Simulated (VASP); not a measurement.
Input of a VASP 6.6.1 run:

Contents of INCAR:

```
SYSTEM = CaO
ALGO     = Normal         ! electronic algorithm
EDIFF    = 1E-6           ! SCF threshold, eV
ENCUT    = 520            ! plane-wave cutoff, eV
GGA      = PE             ! functional
ISIF     = 2              ! what is computed and relaxed
ISMEAR   = 0              ! smearing method
LASPH    = .TRUE.         ! aspherical terms in the spheres
LCHARG   = .FALSE.        ! write CHGCAR
LREAL    = .FALSE.        ! projectors in reciprocal space
LWAVE    = .FALSE.        ! write WAVECAR
NBANDS   = 24             ! bands
NELM     = 60             ! most SCF steps
PREC     = Accurate       ! precision mode
SIGMA    = 0.05           ! smearing width, eV
```

Contents of KPOINTS:

```
k-points
0
G
  9 9 6
  0 0 0
```

File POSCAR:

```
CaO
1.0
    3.9919758245      0.0598796373      0.0000000000
   -1.9441306251      3.4272126566      0.0000000000
    0.0000000000      0.0000000000      4.7848400100
Ca O
2 2
Direct
    0.3333333333      0.6666666667      0.7500000000
    0.6666666667      0.3333333333      0.2500000000
    0.3333333333      0.6666666667      0.2500000000
    0.6666666667      0.3333333333      0.7500000000
```

Potentials or basis: VASP PAW PBE potentials, release 64 (Ca_sv, O).

Run with:

```bash
$ cat potpaw_PBE.64/Ca_sv/POTCAR potpaw_PBE.64/O/POTCAR > POTCAR
$ mpirun -np 1 vasp_std > vasp.out
```

(1) Estimate the pressure.

(2) What does it give for the band gap on the k mesh?

(3) Predict the largest force.

## Answers

(1) 1.5 GPa.

(2) 3.16 eV, direct.

(3) 0.194 eV/Å.

Caveat: the cell differs from its parent crystal (strain +0.0300 x Voigt [0, 0, 0, 0, 0, 1]).
